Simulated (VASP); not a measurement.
# Ge (P6_3/mmc) in VASP: settings compared, part 2 of 2

VASP 6.6.1. The steps go on from the part before.

## (4) Relaxation of cell and atoms, r2SCAN+D4

File POSCAR:

```
Ge
1.0
    3.9975858400      0.0000000000      0.0000000000
   -1.9987929200      3.4620108900      0.0000000000
    0.0000000000      0.0000000000      6.5993779500
Ge
4
Direct
    0.6666666700      0.3333333300      0.0629012500
    0.3333333300      0.6666666700      0.5629012500
    0.6666666700      0.3333333300      0.4370987500
    0.3333333300      0.6666666700      0.9370987500
```

File INCAR.step1:

```
PREC = Accurate ; ENCUT = 600
ISMEAR = -1 ; SIGMA = 0.1
LREAL = F ; LASPH = T
NELM = 60 ; GGA = PE
ALGO = Normal ; EDIFF = 1E-4
LWAVE = T ; LCHARG = F
```

File INCAR.step2:

```
PREC = Accurate ; ENCUT = 600
EDIFF = 1E-7 ; ISMEAR = -1
SIGMA = 0.1 ; LREAL = F
LASPH = T ; NELM = 60
ALGO = Normal ; ISIF = 3
LWAVE = F ; LCHARG = F
METAGGA = R2SCAN ; LMIXTAU = T
IVDW = 13 ; VDW_S6 = 1.0
VDW_S8 = 0.6018749 ; VDW_A1 = 0.51559235
VDW_A2 = 5.77342911 ; IBRION = 2
NSW = 80 ; EDIFFG = -0.01
ISTART = 1
```

File KPOINTS:

```
regular mesh
0
Gamma
  7 7 4
```

Potentials or basis: VASP PAW PBE potentials, release 64 (Ge_d).

Started as:

```
> cat potpaw_PBE.64/Ge_d/POTCAR > POTCAR
> cp INCAR.step1 INCAR
> mpirun -np 1 vasp_std > vasp.out
> cp INCAR.step2 INCAR
> mpirun -np 1 vasp_std > vasp.out
```

OUTCAR:

```text
PREC = Accurate
   ENCUT = 600
   EDIFF = 1E-7
   ISMEAR = -1
   LREAL = F
   LASPH = T
   NELM = 60
   ISIF = 3
   METAGGA = R2SCAN
   IVDW = 13
   IBRION = 2
   NSW = 80
   EDIFFG = -0.01
   ISTART = 1

 ion  position               nearest neighbor table
   1  0.667  0.333  0.063-   4 2.45   4 2.45   4 2.45   3 2.47
   2  0.333  0.667  0.563-   3 2.45   3 2.45   3 2.45   4 2.47
   3  0.667  0.333  0.437-   2 2.45   2 2.45   2 2.45   1 2.47
   4  0.333  0.667  0.937-   1 2.45   1 2.45   1 2.45   2 2.47

  LATTYP: Found a hexagonal cell.
 ALAT       =     3.9975858400
 C/A-ratio  =     1.6508408360

  Lattice vectors:

 A1 = (   3.9975858400,   0.0000000000,   0.0000000000)
 A2 = (  -1.9987929200,   3.4620108900,   0.0000000000)
 A3 = (   0.0000000000,   0.0000000000,   6.5993779500)

Analysis of symmetry for initial positions (statically):
=====================================================================
 Subroutine PRICEL returns:
 Original cell was already a primitive cell.

 Routine SETGRP: Setting up the symmetry group for a
 hexagonal supercell.

 Subroutine GETGRP returns: Found 24 space group operations
 (whereof 12 operations were pure point group operations)
 out of a pool of 24 trial point group operations.

The static configuration has the point symmetry D_3d.
 The point group associated with its full space group is D_6h.

Analysis of symmetry for dynamics (positions and initial velocities):
=====================================================================
 Subroutine PRICEL returns:
 Original cell was already a primitive cell.

 Routine SETGRP: Setting up the symmetry group for a
 hexagonal supercell.

 Subroutine GETGRP returns: Found 24 space group operations
 (whereof 12 operations were pure point group operations)
 out of a pool of 24 trial point group operations.

The dynamic configuration has the point symmetry D_3d.
 The point group associated with its full space group is D_6h.

 Subroutine INISYM returns: Found 24 space group operations
 (whereof 12 operations are pure point group operations),
 and found     1 'primitive' translations

----------------------------------------------------------------------------------------

                                     Primitive cell

  volume of cell :      91.3333

  direct lattice vectors                    reciprocal lattice vectors
     3.997585840  0.000000000  0.000000000     0.250150976  0.144424733  0.000000000
    -1.998792920  3.462010890  0.000000000     0.000000000  0.288849467  0.000000000
     0.000000000  0.000000000  6.599377950     0.000000000  0.000000000  0.151529433

  length of vectors
     3.997585840  3.997585839  6.599377950     0.288849467  0.288849467  0.151529433

  position of ions in fractional coordinates (direct lattice)
     0.666666670  0.333333330  0.062901250
     0.333333330  0.666666670  0.562901250
     0.666666670  0.333333330  0.437098750
     0.333333330  0.666666670  0.937098750

  ion indices of the primitive-cell ions
   primitive index   ion index
                 1           1
                 2           2
                 3           3
                 4           4

----------------------------------------------------------------------------------------

 KPOINTS: regular mesh

Automatic generation of k-mesh.
 Grid dimensions read from file:
 generate k-points for:    7    7    4

 Generating k-lattice:

  Cartesian coordinates                     Fractional coordinates (reciprocal lattice)
     0.035735854  0.020632105  0.000000000     0.142857143  0.000000000  0.000000000
     0.000000000  0.041264210  0.000000000     0.000000000  0.142857143  0.000000000
     0.000000000  0.000000000  0.037882358     0.000000000  0.000000000  0.250000000

  Length of vectors
     0.041264210  0.041264210  0.037882358

  Shift w.r.t. Gamma in fractional coordinates (k-lattice)
     0.000000000  0.000000000  0.000000000

 Subroutine IBZKPT returns following result:
 ===========================================

 Found     24 irreducible k-points:

 Following reciprocal coordinates:
            Coordinates               Weight
  0.000000  0.000000  0.000000      1.000000
  0.142857  0.000000  0.000000      6.000000
  0.285714  0.000000  0.000000      6.000000
  0.428571  0.000000  0.000000      6.000000
  0.142857  0.142857  0.000000      6.000000
  0.285714  0.142857  0.000000     12.000000
[... 16 lines left out ...]
  0.428571  0.142857  0.500000      6.000000
  0.285714  0.285714  0.500000      6.000000
   k-points           NKPTS =     24   k-points in BZ     NKDIM =     24   number of bands    NBANDS=     33
   number of dos      NEDOS =    301   number of ions     NIONS =      4
   total plane-waves  NPLWV =  55296
   dimension x,y,z NGX =    32 NGY =   32 NGZ =   54
   dimension x,y,z NGXF=    64 NGYF=   64 NGZF=  108
   ions per type =               4
   NGX,Y,Z   is equivalent  to a cutoff of  13.31, 13.31, 13.60 a.u.
   NGXF,Y,Z  is equivalent  to a cutoff of  26.62, 26.62, 27.21 a.u.
 SYSTEM =  unknown system
   PREC   = accura    normal or accurate (medium, high low for compatibility)
   ISTART =      1    job   : 0-new  1-cont  2-samecut
   ICHARG =      0    charge: 1-file 2-atom 10-const
   ISPIN  =      1    spin polarized calculation?
   LNONCOLLINEAR =      F non collinear calculations
   LSORBIT =      F    spin-orbit coupling
   LASPH  =      T    aspherical Exc in radial PAW
   ENCUT  =  600.0 eV  44.10 Ry    6.64 a.u.   7.98  7.98 13.18*2*pi/ulx,y,z
   NELM   =     60;   NELMIN=  2; NELMDL=  0     # of ELM steps
   EDIFF  = 0.1E-06   stopping-criterion for ELM
   LREAL  =      F    real-space projection
   EDIFFG = -.1E-01   stopping-criterion for IOM
   NSW    =     80    number of steps for IOM
   IBRION =      2    ionic relax: 0-MD 1-quasi-New 2-CG
   NFREE  =      1    steps in history (QN), initial steepest desc. (CG)
   ISIF   =      3    stress and relaxation
   ISYM   =      2    0-nonsym 1-usesym 2-fastsym
   POTIM  = 0.5000    time-step for ionic-motion
   TEBEG  =    0.0;   TEEND  =   0.0 temperature during run
   PSTRESS=    0.0 pullay stress
   NELECT =      56.0000    total number of electrons
   NUPDOWN=      -1.0000    fix difference up-down
   EMIN   =  10.00;   EMAX   =-10.00  energy-range for DOS
   EFERMI =   0.00;   METHOD = LEGACY
   ISMEAR =    -1;   SIGMA  =   0.10  broadening in eV -4-tet -1-fermi 0-gaus
   EFERMI_NEDOS =   21; number of points for ismear=-14 and -15
   IALGO  =     38    algorithm
   IMIX   =      4    mixing-type and parameters
     AMIX     =   0.40;   BMIX     =  1.00
     AMIX_MAG =   1.60;   BMIX_MAG =  1.00
  volume/ion in A,a.u.               =      22.83       154.09
  Fermi-wavevector in a.u.,A,eV,Ry     =   1.390789  2.628209 26.317650  1.934293
  Thomas-Fermi vector in A             =   2.514690
   LORBIT       =      0    0 simple, 1 ext, 2 COOP (PROOUT), +10 PAW based schemes
   METAGGA = R2SCAN    functional components
   LHFCALC =     F    Hartree Fock is set to
   AEXX    =    0.0000 exact exchange contribution
   IVDW    =    13    specifies the selected vdW correction
   LEPSILON=     F    determine dielectric tensor
   LRPA    =     F    only Hartree local field effects (RPA)
 conjugate gradient relaxation of ions
 non-spin polarized calculation
  energy-cutoff  :      600.00
  volume of cell :       91.33
 maximum number of plane-waves:      3064
 NGX is ok and might be reduce to    32
   NGX = 15   NGY = 15   NGZ = 27

--------------------------------------- Ionic step        1  -------------------------------------------

 number of electron      55.9999987 magnetization

 Free energy of the ion-electron system (eV)
  ---------------------------------------------------
  ext. energy  EPLUGINS =         0.00000000
  ---------------------------------------------------
  free energy    TOTEN  =       -55.40728457 eV

  energy without entropy =      -55.40249161  energy(sigma->0) =      -55.40488809

------------------------ aborting loop because EDIFF is reached ----------------------------------------

  DFT-D4 for vdW energy calculation

  Edisp (eV):   -0.44481

  FORCE on cell =-STRESS in cart. coord.  units (eV):
  Direction    XX          YY          ZZ          XY          YZ          ZX
  --------------------------------------------------------------------------------------
  -------------------------------------------------------------------------------------
  Total      -0.34008    -0.34008    -0.45838     0.00000     0.00000    -0.00000
  in kB      -5.96567    -5.96567    -8.04087     0.00000     0.00000    -0.00000
  external pressure =       -6.66 kB  Pullay stress =        0.00 kB
[... 65 lines left out ...]
  energy  without entropy=      -55.8490965696  energy(sigma->0) =      -55.85134040

--------------------------------------- Ionic step        3  -------------------------------------------

 number of electron      55.9999993 magnetization

 Free energy of the ion-electron system (eV)
  ---------------------------------------------------
  ext. energy  EPLUGINS =         0.00000000
  ---------------------------------------------------
  free energy    TOTEN  =       -55.40528563 eV

  energy without entropy =      -55.40071667  energy(sigma->0) =      -55.40300115

 E-fermi :   5.0502     XC(G=0): -10.8188

 val. band max:        4.9922859394   @ k =   0.0000   0.0000   0.0000
 cond. band min:       5.0724157776   @ k =   0.0000   0.0000   0.0000
 fundamental gap:      0.0801298381
 Fermi energy:         5.0502320357

 k-point     1 :       0.0000    0.0000    0.0000
  band No.  band energies     occupation
      1     -20.7225      2.00000
      2     -20.7225      2.00000
      3     -20.6837      2.00000
      4     -20.6810      2.00000
      5     -20.6810      2.00000
      6     -20.6701      2.00000
[... 888 lines left out ...]
  FREE ENERGIE OF THE ION-ELECTRON SYSTEM (eV)
  ---------------------------------------------------
  free  energy   TOTEN  =       -55.8539510314 eV

  energy  without entropy=      -55.8493820692  energy(sigma->0) =      -55.85166655

 reached required accuracy - stopping structural energy minimisation
```

It took 5.4 min on 1 thread of Intel Xeon 6975P-C (Granite Rapids), shared host; peak memory 0.26 GiB.

What came out:

| Property | Result |
| --- | --- |
| Free energy | -55.8540 eV |
| Relaxed volume | 22.62 Å³/atom |
| Relaxed cell | a = 3.986 Å, b = 3.986 Å, c = 6.574 Å, α = 90.00°, β = 90.00°, γ = 120.00° |
| Space group after relaxing (to 0.1 Å) | P6_3/mmc (No. 194) |
| Energy gained by relaxing | 0.5 meV/atom |
| Ionic steps | 3 |
| Pressure after relaxing | 0.0 GPa |
| Largest force after relaxing | 0.005 eV/Å |
| Band gap on the k mesh | 0.08 eV |
| Dispersion energy per atom | -0.112 eV |

Forces on the atoms (eV/Å):
```
Ge   0.000  0.000 -0.005
Ge   0.000  0.000 -0.005
Ge   0.000  0.000  0.005
Ge   0.000  0.000  0.005
```

Step by step:
```csv
step,energy change (eV),largest force (eV/Å),pressure (GPa),volume (Å³)
1,0.0000,0.0026,-0.67,91.33
2,-0.0015,0.0081,0.33,90.08
3,-0.0019,0.0049,0.01,90.47
```

Final structure:
```
CELL_PARAMETERS angstrom
3.98623 0.00000 0.00000
-1.99312 3.45218 0.00000
0.00000 0.00000 6.57412
ATOMIC_POSITIONS crystal
Ge 0.66667 0.33333 0.06291
Ge 0.33333 0.66667 0.56291
Ge 0.66667 0.33333 0.43709
Ge 0.33333 0.66667 0.93709
```

Caveat: semilocal functionals underestimate gaps, and a narrow one can read as zero; the PAW data sets were made with another functional, which shifts forces and pressure a little. A k mesh can miss the band edges.

## (5) Summary

| level | gap on the mesh (eV) | pressure (GPa) | relaxed volume (Å³/atom) |
| --- | --- | --- | --- |
| PBEsol+D3(BJ) | none | -0.1 | 22.19 |
| BLYP+D3(BJ) | 0.19 | 0.0 | 23.55 |
| r2SCAN+D4 | 0.08 | 0.0 | 22.62 |

Alike in all rows: task relaxation of cell and atoms; potentials or basis VASP PAW PBE potentials, release 64 (Ge_d); no spin polarisation; cell relaxed; k mesh 7 × 7 × 4; cutoff (eV) 600; smearing fermi-dirac 0.1 eV.

Caveats: semilocal functionals underestimate gaps, and a narrow one can read as zero; the PAW data sets were made with another functional, which shifts forces and pressure a little.

Total energies depend on the potentials used, so only differences within one code and one set of settings carry meaning.

The gap in the log of VASP goes by the Fermi energy; the results here count the filled bands.